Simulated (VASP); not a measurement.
# Rb (Fd-3m) in VASP: single point with PBEsol

Aim: the single point of Rb with PBEsol.

All numbers are computed with VASP 6.6.1; they aren't measurements. Logs are shortened: lines on timing, memory, paths and dates and some standing lists are left out, and cuts for length are marked.

### Step 1. The cell of the first run

The structure is cubic, space group Fd-3m (No. 227). The conventional cell has a = 8.044 Å, b = 8.044 Å, c = 8.044 Å, α = 90.00°, β = 90.00°, γ = 90.00°. Within 4.6 Å of Rb (site symmetry -43m) lie 4 Rb at 3.48 Å.

This isn't the form of Rb at room conditions, which is bcc.

### Step 2. Single point, PBEsol (65.06 Å³/atom)

POSCAR

```
Rb
1.0
    0.0000000000      4.0220332306      4.0220332306
    4.0220332306      0.0000000000      4.0220332306
    4.0220332306      4.0220332306      0.0000000000
Rb
2
Direct
   -0.1250000000     -0.1250000000     -0.1250000000
    0.1250000000      0.1250000000      0.1250000000
```

INCAR.step1

```
ALGO     = Normal         # electronic algorithm
EDIFF    = 1E-6           # SCF threshold, eV
ENCUT    = 520            # plane-wave cutoff, eV
GGA      = PS             # functional
ISIF     = 2              # what is computed and relaxed
ISMEAR   = -1             # smearing method
LASPH    = True           # aspherical terms in the spheres
LCHARG   = True           # write CHGCAR
LREAL    = False          # projectors in reciprocal space
LWAVE    = False          # write WAVECAR
NBANDS   = 16             # bands
NELM     = 60             # most SCF steps
PREC     = Accurate       # precision mode
SIGMA    = 0.05           # smearing width, eV
```

KPOINTS.step1

```
k-points
0
Gamma
  8 8 8
```

INCAR.step2

```
ALGO     = Normal         # electronic algorithm
EDIFF    = 1E-6           # SCF threshold, eV
ENCUT    = 520            # plane-wave cutoff, eV
GGA      = PS             # functional
ICHARG   = 11             # starting density
ISIF     = 2              # what is computed and relaxed
ISMEAR   = -5             # smearing method
LASPH    = True           # aspherical terms in the spheres
LCHARG   = False          # write CHGCAR
LORBIT   = 11             # projections on sites
LREAL    = False          # projectors in reciprocal space
LWAVE    = False          # write WAVECAR
NBANDS   = 16             # bands
NEDOS    = 1001           # points of the DOS
NELM     = 60             # most SCF steps
PREC     = Accurate       # precision mode
SIGMA    = 0.05           # smearing width, eV
```

KPOINTS.step2

```
k-points
0
Gamma
  12 12 12
```

Potentials or basis: VASP PAW PBE potentials, release 64 (Rb_sv).

The run is started by

```
> cat potpaw_PBE.64/Rb_sv/POTCAR > POTCAR
> cp INCAR.step1 INCAR
> cp KPOINTS.step1 KPOINTS
> mpirun -np 1 vasp_std > vasp.out
> cp INCAR.step2 INCAR
> cp KPOINTS.step2 KPOINTS
> mpirun -np 1 vasp_std > vasp.out
```

OUTCAR:

```text
EDIFF = 1E-6
   ENCUT = 520
   GGA = PS
   ICHARG = 11
   ISIF = 2
   ISMEAR = -5
   LASPH = True
   LORBIT = 11
   LREAL = False
   NELM = 60
   PREC = Accurate

 ion  position               nearest neighbor table
   1  0.875  0.875  0.875-   2 3.48   2 3.48   2 3.48   2 3.48
   2  0.125  0.125  0.125-   1 3.48   1 3.48   1 3.48   1 3.48

  LATTYP: Found a face centered cubic cell.
 ALAT       =     8.0440664612

  Lattice vectors:

 A1 = (   0.0000000000,   4.0220332306,   4.0220332306)
 A2 = (   4.0220332306,   0.0000000000,   4.0220332306)
 A3 = (   4.0220332306,   4.0220332306,   0.0000000000)

Analysis of symmetry for initial positions (statically):
=====================================================================
 Subroutine PRICEL returns:
 Original cell was already a primitive cell.

 Routine SETGRP: Setting up the symmetry group for a
 face centered cubic supercell.

 Subroutine GETGRP returns: Found 48 space group operations
 (whereof 12 operations were pure point group operations)
 out of a pool of 48 trial point group operations.

The static configuration has the point symmetry D_3d.
 The point group associated with its full space group is O_h .

Analysis of symmetry for dynamics (positions and initial velocities):
=====================================================================
 Subroutine PRICEL returns:
 Original cell was already a primitive cell.

 Routine SETGRP: Setting up the symmetry group for a
 face centered cubic supercell.

 Subroutine GETGRP returns: Found 48 space group operations
 (whereof 12 operations were pure point group operations)
 out of a pool of 48 trial point group operations.

The dynamic configuration has the point symmetry D_3d.
 The point group associated with its full space group is O_h .

 Subroutine INISYM returns: Found 48 space group operations
 (whereof 12 operations are pure point group operations),
 and found     1 'primitive' translations

----------------------------------------------------------------------------------------

                                     Primitive cell

  volume of cell :     130.1269

  direct lattice vectors                    reciprocal lattice vectors
     0.000000000  4.022033231  4.022033231    -0.124315233  0.124315233  0.124315233
     4.022033231  0.000000000  4.022033231     0.124315233 -0.124315233  0.124315233
     4.022033231  4.022033231  0.000000000     0.124315233  0.124315233 -0.124315233

  length of vectors
     5.688013943  5.688013943  5.688013943     0.215320300  0.215320300  0.215320300

  position of ions in fractional coordinates (direct lattice)
     0.875000000  0.875000000  0.875000000
     0.125000000  0.125000000  0.125000000

  ion indices of the primitive-cell ions
   primitive index   ion index
                 1           1
                 2           2

----------------------------------------------------------------------------------------

 KPOINTS: k-points

Automatic generation of k-mesh.
 Grid dimensions read from file:
 generate k-points for:   12   12   12

 Generating k-lattice:

  Cartesian coordinates                     Fractional coordinates (reciprocal lattice)
    -0.010359603  0.010359603  0.010359603     0.083333333  0.000000000  0.000000000
     0.010359603 -0.010359603  0.010359603     0.000000000  0.083333333  0.000000000
     0.010359603  0.010359603 -0.010359603     0.000000000  0.000000000  0.083333333

  Length of vectors
     0.017943358  0.017943358  0.017943358

  Shift w.r.t. Gamma in fractional coordinates (k-lattice)
     0.000000000  0.000000000  0.000000000

 TETIRR: Found    247 inequivalent tetrahedra from    10368

 Subroutine IBZKPT returns following result:
 ===========================================

 Found     72 irreducible k-points:

 Following reciprocal coordinates:
            Coordinates               Weight
  0.000000  0.000000  0.000000      1.000000
  0.083333  0.000000  0.000000      8.000000
  0.166667  0.000000  0.000000      8.000000
  0.250000  0.000000  0.000000      8.000000
  0.333333  0.000000  0.000000      8.000000
  0.416667  0.000000  0.000000      8.000000
[... 16 lines left out ...]
  0.500000  0.166667  0.000000     24.000000
 -0.416667  0.166667  0.000000     24.000000
 [... further k-points ...]
   k-points           NKPTS =     72   k-points in BZ     NKDIM =     72   number of bands    NBANDS=     16
   number of dos      NEDOS =   1001   number of ions     NIONS =      2
   total plane-waves  NPLWV =  74088
   dimension x,y,z NGX =    42 NGY =   42 NGZ =   42
   dimension x,y,z NGXF=    84 NGYF=   84 NGZF=   84
   ions per type =               2
   NGX,Y,Z   is equivalent  to a cutoff of  12.28, 12.28, 12.28 a.u.
   NGXF,Y,Z  is equivalent  to a cutoff of  24.55, 24.55, 24.55 a.u.
 SYSTEM =  unknown system
   PREC   = accura    normal or accurate (medium, high low for compatibility)
   ISTART =      0    job   : 0-new  1-cont  2-samecut
   ICHARG =     11    charge: 1-file 2-atom 10-const
   ISPIN  =      1    spin polarized calculation?
   LNONCOLLINEAR =      F non collinear calculations
   LSORBIT =      F    spin-orbit coupling
   LASPH  =      T    aspherical Exc in radial PAW
   ENCUT  =  520.0 eV  38.22 Ry    6.18 a.u.  10.58 10.58 10.58*2*pi/ulx,y,z
   NELM   =     60;   NELMIN=  2; NELMDL=  0     # of ELM steps
   EDIFF  = 0.1E-05   stopping-criterion for ELM
   LREAL  =      F    real-space projection
   EDIFFG = 0.1E-04   stopping-criterion for IOM
   NSW    =      0    number of steps for IOM
   IBRION =     -1    ionic relax: 0-MD 1-quasi-New 2-CG
   NFREE  =      0    steps in history (QN), initial steepest desc. (CG)
   ISIF   =      2    stress and relaxation
   ISYM   =      2    0-nonsym 1-usesym 2-fastsym
   POTIM  = 0.5000    time-step for ionic-motion
   TEBEG  =    0.0;   TEEND  =   0.0 temperature during run
   PSTRESS=    0.0 pullay stress
   NELECT =      18.0000    total number of electrons
   NUPDOWN=      -1.0000    fix difference up-down
   EMIN   =  10.00;   EMAX   =-10.00  energy-range for DOS
   EFERMI =   0.00;   METHOD = LEGACY
   ISMEAR =    -5;   SIGMA  =   0.05  broadening in eV -4-tet -1-fermi 0-gaus
   EFERMI_NEDOS =   21; number of points for ismear=-14 and -15
   IALGO  =     38    algorithm
   IMIX   =      4    mixing-type and parameters
     AMIX     =   0.40;   BMIX     =  1.00
     AMIX_MAG =   1.60;   BMIX_MAG =  1.00
  volume/ion in A,a.u.               =      65.06       439.07
  Fermi-wavevector in a.u.,A,eV,Ry     =   0.846662  1.599959  9.753151  0.716836
  Thomas-Fermi vector in A             =   1.962045
   LORBIT       =     11    0 simple, 1 ext, 2 COOP (PROOUT), +10 PAW based schemes
   GGA     = PS    functional components
   LHFCALC =     F    Hartree Fock is set to
   AEXX    =    0.0000 exact exchange contribution
   IVDW    =     0    specifies the selected vdW correction
   LEPSILON=     F    determine dielectric tensor
   LRPA    =     F    only Hartree local field effects (RPA)
 non-spin polarized calculation
 Fermi weights with tetrahedron method with Bloechl corrections
  energy-cutoff  :      520.00
  volume of cell :      130.13
 maximum number of plane-waves:      3527

 number of electron      18.0000000 magnetization

 Free energy of the ion-electron system (eV)
  ---------------------------------------------------
  ext. energy  EPLUGINS =         0.00000000
  ---------------------------------------------------
  free energy    TOTEN  =        -0.93555140 eV

  energy without entropy =       -0.93555140  energy(sigma->0) =       -0.93555140

 E-fermi :   0.8927     XC(G=0):  -6.4174

 val. band max:        0.9388243833   @ k =  -0.4167   0.5000   0.0833
 cond. band min:       0.8706207157   @ k =  -0.4167   0.1667   0.0000
 fundamental gap:     -0.0682036676
 Fermi energy:         0.8927344216

 k-point     1 :       0.0000    0.0000    0.0000
  band No.  band energies     occupation
      1     -28.7574      2.00000
      2     -28.5215      2.00000
      3     -13.0432      2.00000
      4     -13.0432      2.00000
      5     -13.0432      2.00000
      6     -12.4862      2.00000
[... 8 lines left out ...]
     15       4.1329      0.00000
     16       4.1329      0.00000

 k-point     2 :       0.0833    0.0000    0.0000
  band No.  band energies     occupation
      1     -28.7544      2.00000
      2     -28.5245      2.00000
      3     -13.0488      2.00000
      4     -13.0488      2.00000
      5     -13.0448      2.00000
      6     -12.4864      2.00000
[... 8 lines left out ...]
     15       3.9251      0.00000
     16       4.1269      0.00000

 k-point     3 :       0.1667    0.0000    0.0000
  band No.  band energies     occupation
      1     -28.7459      2.00000
      2     -28.5333      2.00000
      3     -13.0638      2.00000
      4     -13.0638      2.00000
      5     -13.0497      2.00000
      6     -12.4863      2.00000
[... 8 lines left out ...]
     15       3.8246      0.00000
     16       4.1216      0.00000

 k-point     4 :       0.2500    0.0000    0.0000
  band No.  band energies     occupation
      1     -28.7330      2.00000
      2     -28.5466      2.00000
      3     -13.0829      2.00000
      4     -13.0829      2.00000
      5     -13.0573      2.00000
      6     -12.4850      2.00000
[... 8 lines left out ...]
     15       3.9685      0.00000
     16       4.2821      0.00000
[... 324 lines left out ...]
 k-point    22 :       0.4167    0.1667    0.0000
  band No.  band energies     occupation
      1     -28.7029      2.00000
      2     -28.5774      2.00000
      3     -13.1582      2.00000
      4     -13.1359      2.00000
      5     -12.9788      2.00000
      6     -12.5687      2.00000
[... 8 lines left out ...]
     15       4.0387      0.00000
     16       4.5384      0.00000

 k-point    23 :       0.5000    0.1667    0.0000
  band No.  band energies     occupation
      1     -28.6913      2.00000
      2     -28.5892      2.00000
      3     -13.1754      2.00000
      4     -13.1385      2.00000
      5     -12.9775      2.00000
      6     -12.5699      2.00000
[... 8 lines left out ...]
     15       4.0630      0.00000
     16       4.8184      0.00000

 k-point    24 :      -0.4167    0.1667    0.0000
  band No.  band energies     occupation
      1     -28.6896      2.00000
      2     -28.5909      2.00000
      3     -13.1817      2.00000
      4     -13.1321      2.00000
      5     -12.9818      2.00000
      6     -12.5648      2.00000
[... 8 lines left out ...]
     15       4.0887      0.00000
     16       4.8758      0.00000

 [... further k-points ...]

------------------------ aborting loop because EDIFF is reached ----------------------------------------

  FORCE on cell =-STRESS in cart. coord.  units (eV):
  Direction    XX          YY          ZZ          XY          YZ          ZX
  --------------------------------------------------------------------------------------
  -------------------------------------------------------------------------------------
  Total        1.6061469      1.6061469      1.6061469      0.0000000      0.0000000     -0.0000000
  in kB       19.7755645     19.7755645     19.7755645      0.0000000      0.0000000     -0.0000000
  external PRESSURE =      19.7755645 kB  Pullay stress =       0.0000000 kB

 VOLUME and BASIS-vectors are now :
 -----------------------------------------------------------------------------
  energy-cutoff  :      520.00
  volume of cell :      130.13
      direct lattice vectors                 reciprocal lattice vectors
     0.000000000  4.022033231  4.022033231    -0.124315233  0.124315233  0.124315233
     4.022033231  0.000000000  4.022033231     0.124315233 -0.124315233  0.124315233
     4.022033231  4.022033231  0.000000000     0.124315233  0.124315233 -0.124315233

 POSITION                                       TOTAL-FORCE (eV/Angst)
 -----------------------------------------------------------------------------------
      7.03856      7.03856      7.03856        -0.000000     -0.000000     -0.000000
      1.00551      1.00551      1.00551         0.000000      0.000000      0.000000
 -----------------------------------------------------------------------------------
    total drift:                               -0.000000      0.000000      0.000000

  FREE ENERGIE OF THE ION-ELECTRON SYSTEM (eV)
  ---------------------------------------------------
  free  energy   TOTEN  =        -0.9355514007 eV

  energy  without entropy=       -0.9355514007  energy(sigma->0) =       -0.93555140

 total charge

# of ion       s       p       d       tot
------------------------------------------
    1        1.973   5.314   0.019   7.306
    2        1.973   5.314   0.019   7.306
--------------------------------------------------
tot          3.946  10.628   0.037  14.612
```

It took 2.4 min on 1 thread of AMD EPYC 9R14 (Zen 4), shared host; peak memory 0.27 GiB.

What came out:

```yaml
Valence_electrons_inside_the_program's_atomic_spheres: Rb 7.31
```

Levels at points of the mesh, in eV from the Fermi level:
```
           k point  band 7  band 8  band 9  band 10  band 11  band 12
(0.00, 0.00, 0.00)  -13.38  -13.38   -2.38     2.03     2.03     2.50
(0.50, 0.00, 0.00)  -13.30  -13.30   -0.52    -0.18     1.59     1.59
(0.50, 0.50, 0.00)  -13.22  -13.22    0.01     0.01     1.40     1.40
```

Caveat: the PAW data sets were made with another functional, which shifts forces and pressure a little; tetrahedron occupations give inexact forces and stress in metals.
